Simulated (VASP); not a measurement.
A run of VASP 6.6.1 is set up as follows.

File INCAR:

```
SYSTEM = Cu
PREC = Accurate
ENCUT = 520
EDIFF = 1E-6
ISMEAR = -1
SIGMA = 0.05
LREAL = .FALSE.
LASPH = .TRUE.
NELM = 150
ALGO = Normal
ISIF = 2
LWAVE = .FALSE.
LCHARG = .TRUE.
ISPIN = 2
MAGMOM = 0.2
LORBIT = 11
LMAXMIX = 4
GGA = RE
LELF = .TRUE.
LVHAR = .TRUE.
NBANDS = 16
```

The input KPOINTS:

```
regular mesh
0
G
  16 16 16
  0 0 0
```

File POSCAR:

```
Cu
1.0
    0.0000000000      1.8306005786      1.8306005786
    1.8306005786      0.0000000000      1.8306005786
    1.8306005786      1.8306005786      0.0000000000
Cu
1
Direct
    0.0000000000      0.0000000000      0.0000000000
```

Potentials or basis: VASP PAW PBE potentials, release 64 (Cu).

Run with:

```bash
$ cat potpaw_PBE.64/Cu/POTCAR > POTCAR
$ mpirun -np 1 vasp_std > vasp.out
```

Task: Predict the pressure.

Result: 0.6 GPa.

Task: Estimate the net moment.

Result: 0.00 μB per cell.

Caveat: the PAW data sets were made with another functional, which shifts forces and pressure a little.
